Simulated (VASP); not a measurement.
# RuS2 (CdI2 type) (P-3m1) in VASP: notebook

RuS2 (CdI2 type) is run at these levels: PBE, LDA; tasks: single point, relaxation of cell and atoms.

All numbers are computed with VASP 6.6.1; they aren't measurements. Logs are shortened: lines on timing, memory, paths and dates and some standing lists are left out, and cuts for length are marked.

## 1. The cell of the first run

Symmetry: P-3m1, No. 164, trigonal system. The conventional cell has a = 3.443 Å, b = 3.443 Å, c = 5.113 Å, α = 90.00°, β = 90.00°, γ = 120.00°. Within 3.1 Å of Ru (site symmetry -3m) lie 6 S at 2.37 Å. S (site symmetry 3m) has 3 Ru at 2.37 Å and 6 S at 3.21 to 3.27 Å within 3.3 Å.

## 2. Single point, PBE

Contents of INCAR:

```
PREC = Accurate ; ENCUT = 520
EDIFF = 1E-6 ; ISMEAR = -1
SIGMA = 0.05 ; LREAL = F
LASPH = T ; NELM = 80
ALGO = Normal ; ISIF = 2
LWAVE = F ; LCHARG = F
GGA = PE ; NBANDS = 20
```

Contents of KPOINTS:

```
Automatic mesh
0
Gamma
  12 12 7
```

Contents of POSCAR:

```
RuS2
1.0
    3.4427884332      0.0000000000      0.0000000000
   -1.7213942166      2.9815422430      0.0000000000
    0.0000000000      0.0000000000      5.1133983325
Ru S
1 2
Direct
    0.0000000000      0.0000000000      0.0000000000
    0.3333333333      0.6666666667      0.2536057355
    0.6666666667      0.3333333333      0.7463942645
```

Potentials or basis: VASP PAW PBE potentials, release 64 (Ru_pv, S).

Command:

```console
$ cat potpaw_PBE.64/Ru_pv/POTCAR potpaw_PBE.64/S/POTCAR > POTCAR
$ mpirun -np 1 vasp_std > vasp.out
```

OUTCAR:

```text
PREC = Accurate
   ENCUT = 520
   EDIFF = 1E-6
   ISMEAR = -1
   LREAL = F
   LASPH = T
   NELM = 80
   ISIF = 2
   GGA = PE

 ion  position               nearest neighbor table
   1  0.000  0.000  0.000-   2 2.37   3 2.37   2 2.37   3 2.37   3 2.37   2 2.37
   2  0.333  0.667  0.254-   1 2.37   1 2.37   1 2.37
   3  0.667  0.333  0.746-   1 2.37   1 2.37   1 2.37

  LATTYP: Found a hexagonal cell.
 ALAT       =     3.4427884332
 C/A-ratio  =     1.4852490740

  Lattice vectors:

 A1 = (   3.4427884332,   0.0000000000,   0.0000000000)
 A2 = (  -1.7213942166,   2.9815422430,   0.0000000000)
 A3 = (   0.0000000000,   0.0000000000,   5.1133983325)

Analysis of symmetry for initial positions (statically):
=====================================================================
 Subroutine PRICEL returns:
 Original cell was already a primitive cell.

 Routine SETGRP: Setting up the symmetry group for a
 hexagonal supercell.

 Subroutine GETGRP returns: Found 12 space group operations
 (whereof 12 operations were pure point group operations)
 out of a pool of 24 trial point group operations.

The static configuration has the point symmetry D_3d.

Analysis of symmetry for dynamics (positions and initial velocities):
=====================================================================
 Subroutine PRICEL returns:
 Original cell was already a primitive cell.

 Routine SETGRP: Setting up the symmetry group for a
 hexagonal supercell.

 Subroutine GETGRP returns: Found 12 space group operations
 (whereof 12 operations were pure point group operations)
 out of a pool of 24 trial point group operations.

The dynamic configuration has the point symmetry D_3d.

 Subroutine INISYM returns: Found 12 space group operations
 (whereof 12 operations are pure point group operations),
 and found     1 'primitive' translations

----------------------------------------------------------------------------------------

                                     Primitive cell

  volume of cell :      52.4881

  direct lattice vectors                    reciprocal lattice vectors
     3.442788433  0.000000000  0.000000000     0.290462228  0.167698446  0.000000000
    -1.721394217  2.981542243  0.000000000     0.000000000  0.335396891  0.000000000
     0.000000000  0.000000000  5.113398333     0.000000000  0.000000000  0.195564659

  length of vectors
     3.442788433  3.442788433  5.113398333     0.335396891  0.335396891  0.195564659

  position of ions in fractional coordinates (direct lattice)
     0.000000000  0.000000000  0.000000000
     0.333333333  0.666666667  0.253605736
     0.666666667  0.333333333  0.746394264

  ion indices of the primitive-cell ions
   primitive index   ion index
                 1           1
                 2           2
                 3           3

----------------------------------------------------------------------------------------

 KPOINTS: Automatic mesh

Automatic generation of k-mesh.
 Grid dimensions read from file:
 generate k-points for:   12   12    7

 Generating k-lattice:

  Cartesian coordinates                     Fractional coordinates (reciprocal lattice)
     0.024205186  0.013974870  0.000000000     0.083333333  0.000000000  0.000000000
     0.000000000  0.027949741  0.000000000     0.000000000  0.083333333  0.000000000
     0.000000000  0.000000000  0.027937808     0.000000000  0.000000000  0.142857143

  Length of vectors
     0.027949741  0.027949741  0.027937808

  Shift w.r.t. Gamma in fractional coordinates (k-lattice)
     0.000000000  0.000000000  0.000000000

 Subroutine IBZKPT returns following result:
 ===========================================

 Found    112 irreducible k-points:

 Following reciprocal coordinates:
            Coordinates               Weight
  0.000000  0.000000  0.000000      1.000000
  0.083333  0.000000  0.000000      6.000000
  0.166667  0.000000  0.000000      6.000000
  0.250000  0.000000  0.000000      6.000000
  0.333333  0.000000  0.000000      6.000000
  0.416667  0.000000  0.000000      6.000000
[... 16 lines left out ...]
  0.166667  0.000000  0.142857      6.000000
  0.000000  0.166667  0.142857      6.000000
 [... further k-points ...]
   k-points           NKPTS =    112   k-points in BZ     NKDIM =    112   number of bands    NBANDS=     20
   number of dos      NEDOS =    301   number of ions     NIONS =      3
   total plane-waves  NPLWV =  31360
   dimension x,y,z NGX =    28 NGY =   28 NGZ =   40
   dimension x,y,z NGXF=    56 NGYF=   56 NGZF=   80
   ions per type =               1   2
   NGX,Y,Z   is equivalent  to a cutoff of  13.52, 13.52, 13.00 a.u.
   NGXF,Y,Z  is equivalent  to a cutoff of  27.04, 27.04, 26.01 a.u.
 SYSTEM =  unknown system
   PREC   = accura    normal or accurate (medium, high low for compatibility)
   ISTART =      0    job   : 0-new  1-cont  2-samecut
   ICHARG =      2    charge: 1-file 2-atom 10-const
   ISPIN  =      1    spin polarized calculation?
   LNONCOLLINEAR =      F non collinear calculations
   LSORBIT =      F    spin-orbit coupling
   LASPH  =      T    aspherical Exc in radial PAW
   ENCUT  =  520.0 eV  38.22 Ry    6.18 a.u.   6.40  6.40  9.51*2*pi/ulx,y,z
   NELM   =     80;   NELMIN=  2; NELMDL= -5     # of ELM steps
   EDIFF  = 0.1E-05   stopping-criterion for ELM
   LREAL  =      F    real-space projection
   EDIFFG = 0.1E-04   stopping-criterion for IOM
   NSW    =      0    number of steps for IOM
   IBRION =     -1    ionic relax: 0-MD 1-quasi-New 2-CG
   NFREE  =      0    steps in history (QN), initial steepest desc. (CG)
   ISIF   =      2    stress and relaxation
   ISYM   =      2    0-nonsym 1-usesym 2-fastsym
   POTIM  = 0.5000    time-step for ionic-motion
   TEBEG  =    0.0;   TEEND  =   0.0 temperature during run
   PSTRESS=    0.0 pullay stress
   NELECT =      26.0000    total number of electrons
   NUPDOWN=      -1.0000    fix difference up-down
   EMIN   =  10.00;   EMAX   =-10.00  energy-range for DOS
   EFERMI =   0.00;   METHOD = LEGACY
   ISMEAR =    -1;   SIGMA  =   0.05  broadening in eV -4-tet -1-fermi 0-gaus
   EFERMI_NEDOS =   21; number of points for ismear=-14 and -15
   IALGO  =     38    algorithm
   IMIX   =      4    mixing-type and parameters
     AMIX     =   0.40;   BMIX     =  1.00
     AMIX_MAG =   1.60;   BMIX_MAG =  1.00
  volume/ion in A,a.u.               =      17.50       118.07
  Fermi-wavevector in a.u.,A,eV,Ry     =   1.295326  2.447811 22.828788  1.677869
  Thomas-Fermi vector in A             =   2.426852
   LORBIT       =      0    0 simple, 1 ext, 2 COOP (PROOUT), +10 PAW based schemes
   GGA     = PE    functional components
   LHFCALC =     F    Hartree Fock is set to
   AEXX    =    0.0000 exact exchange contribution
   IVDW    =     0    specifies the selected vdW correction
   LEPSILON=     F    determine dielectric tensor
   LRPA    =     F    only Hartree local field effects (RPA)
 non-spin polarized calculation
  energy-cutoff  :      520.00
  volume of cell :       52.49
 maximum number of plane-waves:      1431
 NGX is ok and might be reduce to    28
   NGX = 13   NGY = 13   NGZ = 19

 number of electron      26.0000000 magnetization

 Free energy of the ion-electron system (eV)
  ---------------------------------------------------
  ext. energy  EPLUGINS =         0.00000000
  ---------------------------------------------------
  free energy    TOTEN  =       -18.01099476 eV

  energy without entropy =      -17.97343401  energy(sigma->0) =      -17.99221438

 E-fermi :   6.8022     XC(G=0): -10.9318

 val. band max:        6.8014410684   @ k =   0.3333   0.1667   0.2857
 cond. band min:       6.8060193915   @ k =   0.1667   0.1667   0.2857
 fundamental gap:      0.0045783231
 Fermi energy:         6.8021756127

 k-point     1 :       0.0000    0.0000    0.0000
  band No.  band energies     occupation
      1     -35.9027      2.00000
      2     -35.8589      2.00000
      3     -35.8589      2.00000
      4      -7.7768      2.00000
      5      -5.2766      2.00000
      6       0.4722      2.00000
[... 12 lines left out ...]
     19      15.9685      0.00000
     20      15.9685      0.00000

 k-point     2 :       0.0833    0.0000    0.0000
  band No.  band energies     occupation
      1     -35.9020      2.00000
      2     -35.8638      2.00000
      3     -35.8601      2.00000
      4      -7.6903      2.00000
      5      -5.2976      2.00000
      6       0.5792      2.00000
[... 12 lines left out ...]
     19      15.8196      0.00000
     20      16.2739      0.00000

 k-point     3 :       0.1667    0.0000    0.0000
  band No.  band energies     occupation
      1     -35.8999      2.00000
      2     -35.8770      2.00000
      3     -35.8633      2.00000
      4      -7.4412      2.00000
      5      -5.3568      2.00000
      6       0.8869      2.00000
[... 12 lines left out ...]
     19      15.7003      0.00000
     20      17.0727      0.00000

 k-point     4 :       0.2500    0.0000    0.0000
  band No.  band energies     occupation
      1     -35.8974      2.00000
      2     -35.8947      2.00000
      3     -35.8676      2.00000
      4      -7.0629      2.00000
      5      -5.4444      2.00000
      6       1.3385      2.00000
[... 12 lines left out ...]
     19      16.1761      0.00000
     20      16.3974      0.00000

 k-point     5 :       0.3333    0.0000    0.0000
  band No.  band energies     occupation
      1     -35.9130      2.00000
      2     -35.8941      2.00000
      3     -35.8719      2.00000
      4      -6.6170      2.00000
      5      -5.5504      2.00000
      6       1.5361      2.00000
[... 12 lines left out ...]
     19      15.7358      0.00000
     20      16.4607      0.00000
[... 353 lines left out ...]
      6       0.8204      2.00000
[... 12 lines left out ...]
     19      16.0124      0.00000
     20      16.1007      0.00000

 k-point    22 :       0.0000    0.0833    0.1429
  band No.  band energies     occupation
      1     -35.9020      2.00000
      2     -35.8638      2.00000
      3     -35.8601      2.00000
      4      -7.6161      2.00000
      5      -5.4579      2.00000
      6       0.8062      2.00000
[... 12 lines left out ...]
     19      15.6865      0.00000
     20      16.4741      0.00000

 k-point    23 :       0.1667    0.0000    0.1429
  band No.  band energies     occupation
      1     -35.9000      2.00000
      2     -35.8769      2.00000
      3     -35.8633      2.00000
      4      -7.3646      2.00000
      5      -5.5049      2.00000
      6       1.0671      2.00000
[... 12 lines left out ...]
     19      15.9102      0.00000
     20      16.6993      0.00000

 k-point    24 :       0.0000    0.1667    0.1429
  band No.  band energies     occupation
      1     -35.8999      2.00000
      2     -35.8770      2.00000
      3     -35.8633      2.00000
      4      -7.3761      2.00000
      5      -5.4767      2.00000
      6       0.9525      2.00000
[... 12 lines left out ...]
     19      15.8724      0.00000
     20      16.9356      0.00000

 [... further k-points ...]

------------------------ aborting loop because EDIFF is reached ----------------------------------------

  FORCE on cell =-STRESS in cart. coord.  units (eV):
  Direction    XX          YY          ZZ          XY          YZ          ZX
  --------------------------------------------------------------------------------------
  -------------------------------------------------------------------------------------
  Total       -0.0781991     -0.0781991     -0.0466722      0.0000000      0.0000000      0.0000000
  in kB       -2.3869955     -2.3869955     -1.4246493      0.0000000      0.0000000      0.0000000
  external PRESSURE =      -2.0662135 kB  Pullay stress =       0.0000000 kB

 VOLUME and BASIS-vectors are now :
 -----------------------------------------------------------------------------
  energy-cutoff  :      520.00
  volume of cell :       52.49
      direct lattice vectors                 reciprocal lattice vectors
     3.442788433  0.000000000  0.000000000     0.290462228  0.167698446  0.000000000
    -1.721394217  2.981542243  0.000000000     0.000000000  0.335396891  0.000000000
     0.000000000  0.000000000  5.113398333     0.000000000  0.000000000  0.195564659

 POSITION                                       TOTAL-FORCE (eV/Angst)
 -----------------------------------------------------------------------------------
      0.00000      0.00000      0.00000         0.000000      0.000000      0.000000
     -0.00000      1.98769      1.29679         0.000000     -0.000000     -0.018419
      1.72139      0.99385      3.81661        -0.000000      0.000000      0.018419
 -----------------------------------------------------------------------------------
    total drift:                                0.000000      0.000000      0.000000

  FREE ENERGIE OF THE ION-ELECTRON SYSTEM (eV)
  ---------------------------------------------------
  free  energy   TOTEN  =       -18.0109947576 eV

  energy  without entropy=      -17.9734340079  energy(sigma->0) =      -17.99221438
```

Run time: 52 s. Hardware: 1 thread of AMD EPYC 9R45 (Zen 5), shared host; peak memory 0.22 GiB.

What came out:

* Free energy: -18.0110 eV
* Pressure: -0.2 GPa
* Largest force: 0.018 eV/Å
* Band gap on the k mesh: zero (bands 13 and 14 overlap by 0.52 eV)

Forces on the atoms (eV/Å):
```
Ru   0.000  0.000  0.000
S    0.000  0.000 -0.018
S    0.000  0.000  0.018
```

Levels at points of the mesh, in eV from the Fermi level:
```
           k point  band 9  band 10  band 11  band 12  band 13  band 14  band 15  band 16  band 17  band 18
(0.00, 0.00, 0.00)   -1.68    -1.68    -0.43    -0.38    -0.38     0.38     2.91     2.91     5.44     7.21
(0.50, 0.00, 0.00)   -3.66    -3.16    -2.37    -1.18    -0.67    -0.11     2.92     3.63     7.12     7.39
```

## 3. Single point, LDA (18.20 Å³/atom)

This run uses another cell than the first one, of 18.20 Å³/atom.

Contents of INCAR:

```
SYSTEM = RuS2
  PREC = Accurate
  ENCUT = 520
  EDIFF = 1E-7
  ISMEAR = -1
  SIGMA = 0.05
  LREAL = .False.
  LASPH = .True.
  NELM = 60
  ALGO = Normal
  ISIF = 2
  LWAVE = .False.
  LCHARG = .False.
  NBANDS = 20
```

Contents of KPOINTS:

```
regular mesh
0
Gamma
  12 12 7
  0 0 0
```

Contents of POSCAR:

```
RuS2
1.0
    3.4880934764      0.0000000000      0.0000000000
   -1.7440467382      3.0207775614      0.0000000000
    0.0000000000      0.0000000000      5.1806876060
Ru S
1 2
Direct
    0.0000000000      0.0000000000      0.0000000000
    0.3333333333      0.6666666667      0.2536057355
    0.6666666667      0.3333333333      0.7463942645
```

Potentials or basis: VASP PAW LDA potentials, release 64 (Ru_pv, S).

Command:

```console
$ cat potpaw_LDA.64/Ru_pv/POTCAR potpaw_LDA.64/S/POTCAR > POTCAR
$ mpirun -np 1 vasp_std > vasp.out
```

Run time: 48 s. Hardware: 1 thread of AMD EPYC 9R45 (Zen 5), shared host; peak memory 0.2 GiB.

The run converged. Its results:

```yaml
Free_energy: -20.6755 eV
Pressure: -12.5 GPa
Largest_force: 0.836 eV/Å
Band_gap_on_the_k_mesh: zero (bands 13 and 14 overlap by 0.50 eV)
```

Forces on the atoms (eV/Å):
```
Ru   0.000  0.000  0.000
S    0.000  0.000 -0.836
S    0.000  0.000  0.836
```

Stress tensor (GPa, compression positive):
```
-12.98   0.00   0.00
  0.00 -12.98   0.00
  0.00   0.00 -11.51
```

Levels at points of the mesh, in eV from the Fermi level:
| k point | band 11 | band 12 | band 13 | band 14 | band 15 | band 16 |
| --- | --- | --- | --- | --- | --- | --- |
| (0.00, 0.00, 0.00) | -0.40 | -0.36 | -0.36 | 0.38 | 2.78 | 2.78 |
| (0.50, 0.00, 0.00) | -2.27 | -1.14 | -0.62 | -0.12 | 2.72 | 3.44 |

Caveat: the cell stands under tension.

## 4. Relaxation of cell and atoms, PBE

This run uses another cell than the first one, of 16.14 Å³/atom.

Contents of INCAR:

```
PREC = Accurate ; ENCUT = 600
EDIFF = 1E-6 ; ISMEAR = -1
SIGMA = 0.05 ; LREAL = F
LASPH = T ; NELM = 60
ALGO = Normal ; ISIF = 3
LWAVE = F ; LCHARG = F
GGA = PE ; IBRION = 2
NSW = 100 ; EDIFFG = -0.005
```

Contents of KPOINTS:

```
regular mesh
0
Gamma
  12 12 7
```

Contents of POSCAR:

```
RuS2
1.0
    3.2692871206      0.0000000000      0.0000000000
   -1.6346435603      2.8312856987      0.0000000000
    0.0000000000      0.0000000000      5.2308593930
Ru S
1 2
Direct
    0.0000000000      0.0000000000      0.0000000000
    0.3333333333      0.6666666667      0.2500000000
    0.6666666667      0.3333333333      0.7500000000
```

Potentials or basis: VASP PAW PBE potentials, release 64 (Ru_pv, S).

Command:

```console
$ cat potpaw_PBE.64/Ru_pv/POTCAR potpaw_PBE.64/S/POTCAR > POTCAR
$ mpirun -np 1 vasp_std > vasp.out
```

Wall time 8.3 min (1 thread of AMD EPYC 9R45 (Zen 5), shared host); peak memory 0.24 GiB.

It converged, with:

| Quantity | Value |
| --- | --- |
| Free energy | -18.0097 eV |
| Relaxed volume | 17.48 Å³/atom |
| Relaxed cell | a = 3.440 Å, b = 3.440 Å, c = 5.116 Å, α = 90.00°, β = 90.00°, γ = 120.00° |
| Space group after relaxing (to 0.1 Å) | P-3m1 (No. 164) |
| Energy gained by relaxing | 94.2 meV/atom |
| Ionic steps | 16 |
| Pressure after relaxing | 0.0 GPa |
| Band gap on the k mesh | zero (bands 13 and 14 overlap by 0.52 eV) |

Step by step:
| step | energy change (eV) | largest force (eV/Å) | pressure (GPa) | volume (Å³) |
| --- | --- | --- | --- | --- |
| 1 | 0.0000 | 1.4554 | 16.92 | 48.42 |
| 2 | 0.3584 | 1.9470 | -16.24 | 61.34 |
| 3 | -0.2531 | 0.2453 | -0.79 | 52.93 |
| 4 | -0.2537 | 0.1864 | -0.19 | 52.73 |
| 5 | -0.2537 | 0.1596 | 0.08 | 52.64 |
| 6 | -0.2688 | 0.0991 | 0.05 | 52.72 |
| 7 | -0.2819 | 0.0107 | -0.03 | 52.83 |
| 8 | -0.2822 | 0.0293 | -0.03 | 52.84 |
| 9 | -0.2822 | 0.0253 | -0.03 | 52.84 |
| 10 | -0.2823 | 0.0147 | -0.11 | 52.81 |
| 11 | -0.2824 | 0.0174 | -0.30 | 52.73 |
| 12 | -0.2824 | 0.0162 | -0.28 | 52.70 |
| 13 | -0.2825 | 0.0117 | -0.21 | 52.64 |
| 14 | -0.2826 | 0.0038 | -0.07 | 52.51 |
| 15 | -0.2825 | 0.0122 | 0.22 | 52.25 |
| 16 | -0.2826 | 0.0007 | 0.01 | 52.44 |

Final structure:
```yaml
crystal:
  lattice:
    - [3.44022, 0.00000, 0.00000]
    - [-1.72011, 2.97932, 0.00000]
    - [0.00000, 0.00000, 5.11650]
  atoms:
    - { symbol: Ru, position: [0.00000, 0.00000, 0.00000] }
    - { symbol: S, position: [0.33333, 0.66667, 0.25347] }
    - { symbol: S, position: [0.66667, 0.33333, 0.74653] }
```

Levels at points of the mesh, in eV from the Fermi level:
| k point | band 10 | band 11 | band 12 | band 13 | band 14 | band 15 | band 16 | band 17 |
| --- | --- | --- | --- | --- | --- | --- | --- | --- |
| (0.00, 0.00, 0.00) | -1.68 | -0.43 | -0.38 | -0.38 | 0.38 | 2.92 | 2.92 | 5.45 |
| (0.50, 0.00, 0.00) | -3.17 | -2.37 | -1.18 | -0.67 | -0.11 | 2.93 | 3.63 | 7.11 |

## 5. The runs side by side

| task | level | potentials or basis | cell | cutoff (eV) | gap on the mesh (eV) | pressure (GPa) | largest force (eV/Å) |
| --- | --- | --- | --- | --- | --- | --- | --- |
| single point | PBE | VASP PAW PBE potentials, release 64 (Ru_pv, S) | a = 3.443, b = 3.443, c = 5.113 Å, angles 90.0, 90.0, 120.0°, 3 atoms, atomic positions A | 520 | none | -0.2 | 0.02 |
| single point | LDA | VASP PAW LDA potentials, release 64 (Ru_pv, S) | a = 3.488, b = 3.488, c = 5.181 Å, angles 90.0, 90.0, 120.0°, 3 atoms, atomic positions A | 520 | none | -12.5 | 0.84 |
| relaxation of cell and atoms | PBE | VASP PAW PBE potentials, release 64 (Ru_pv, S) | relaxed from a = 3.269, b = 3.269, c = 5.231 Å, angles 90.0, 90.0, 120.0°, 3 atoms, atomic positions B | 600 | none | 0.0 | - |

Alike in all rows: no spin polarisation; k mesh 12 × 12 × 7; smearing fermi-dirac 0.05 eV.

Caveats: the cell stands under tension (at least some runs).

Total energies depend on the potentials used, so only differences within one code and one set of settings carry meaning.
